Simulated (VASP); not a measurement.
Write the native input for VASP 6.6.1 that does the following.

- Task: relaxation of cell and atoms
- Functional: PBE
- Potentials or basis: VASP PAW PBE potentials, release 64 (Ta_pv, N)
- Cutoff: 600 eV
- k mesh: 6 × 6 × 4
- Occupations: gaussian, width 0.1 eV
- Spin: no spin polarisation
- Dipole correction: no
- Further INCAR settings: ALGO = Normal; EDIFF = 1e-06; IBRION = 2; EDIFFG = -0.05; NSW = 100; ISIF = 3

The structure of TaN lies in POSCAR:

```
TaN
1.0
    3.0815710000      0.0000000000      0.0000000000
   -1.5407860000      2.6687190000      0.0000000000
    0.0000000000      0.0000000000      7.5482770000
Ta N
3 3
Direct
    0.0000000000      0.0000000000      0.0000000000
    0.3333333300      0.6666666700      0.3333333300
    0.6666666700      0.3333333300      0.6666666700
    0.6666666700      0.3333333300      0.1666666700
    0.0000000000      0.0000000000      0.5000000000
    0.3333333300      0.6666666700      0.8333333300
```

These files were run (other wordings do the same):

INCAR

```
PREC     = Accurate       # precision mode
ENCUT    = 600            # plane-wave cutoff, eV
EDIFF    = 1E-6           # SCF threshold, eV
ISMEAR   = 0              # smearing method
SIGMA    = 0.1            # smearing width, eV
LREAL    = F              # projectors in reciprocal space
LASPH    = T              # aspherical terms in the spheres
NELM     = 100            # most SCF steps
ALGO     = Normal         # electronic algorithm
ISIF     = 3              # what is computed and relaxed
LWAVE    = F              # write WAVECAR
LCHARG   = F              # write CHGCAR
GGA      = PE             # functional
IBRION   = 2              # ionic algorithm
NSW      = 100            # ionic steps
EDIFFG   = -0.05          # ionic threshold
```

KPOINTS

```
Automatic mesh
0
Gamma
  6 6 4
```

Potentials or basis: VASP PAW PBE potentials, release 64 (Ta_pv, N).

Run with:

```sh
$ cat potpaw_PBE.64/Ta_pv/POTCAR potpaw_PBE.64/N/POTCAR > POTCAR
$ mpirun -np 1 vasp_std > vasp.out
```

Results of the run:

| Property | Result |
| --- | --- |
| Relaxed volume | 10.80 Å³/atom |
| Relaxed cell | a = 3.124 Å, b = 3.124 Å, c = 7.664 Å, α = 90.00°, β = 90.00°, γ = 120.00° |
| Space group after relaxing (to 0.05 Å) | Fm-3m (No. 225) |
| Energy gained by relaxing | 21.1 meV/atom |
| Ionic steps | 4 |
| Pressure after relaxing | -0.1 GPa |
| Band gap on the k mesh | zero (band 24 reaches 11.21 eV, above the bottom of band 25 at 8.15 eV) |

Caveat: the k points lie up to 0.39 Å⁻¹ apart in the final cell; spin-orbit coupling is left out, which moves the levels of the heavy elements.

Wall time 2.1 min on 1 thread of AMD EPYC 7R43 64-Core Processor (Zen 3) (shared host), peak memory 0.2 GiB.
